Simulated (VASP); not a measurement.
Input of a VASP 6.6.1 run:

Contents of INCAR:

```
SYSTEM = I
PREC = Accurate ; ENCUT = 600
EDIFF = 1E-7 ; ISMEAR = -1
SIGMA = 0.02 ; LREAL = .FALSE.
LASPH = .TRUE. ; NELM = 60
ALGO = Normal ; ISIF = 3
LWAVE = .FALSE. ; LCHARG = .FALSE.
GGA = PS ; IBRION = 2
NSW = 80 ; EDIFFG = -0.03
PSTRESS = 200.0
```

Contents of KPOINTS:

```
regular mesh
0
G
  7 7 4
  0 0 0
```

Contents of POSCAR:

```
I
1.0
    3.5900000000      0.0000000000      0.0000000000
   -1.7950000000      3.1090311996      0.0000000000
    0.0000000000      0.0000000000      5.8624700000
I
2
Direct
    0.3333333333      0.6666666667      0.2500000000
    0.6666666667      0.3333333333      0.7500000000
```

Potentials or basis: VASP PAW PBE potentials, release 64 (I).

The run is started by

```bash
$ cat potpaw_PBE.64/I/POTCAR > POTCAR
$ mpirun -np 1 vasp_std > vasp.out
```

Problem. What does it give for the relaxed volume?

Solution. 24.09 Å³/atom.

Problem. Estimate the relaxed cell.

Solution. a = 3.215 Å, b = 3.215 Å, c = 5.381 Å, α = 90.00°, β = 90.00°, γ = 120.00°.

Stress tensor (GPa, compression positive):
```
20.18  0.00  0.00
 0.00 20.18  0.00
 0.00  0.00 19.98
```

Caveat: the cell is relaxed towards a set pressure, so the run minimises the enthalpy, not the energy; the volume moved by over 15 % at a fixed basis, so the end points are rough; the PAW data sets were made with another functional, which shifts forces and pressure a little.
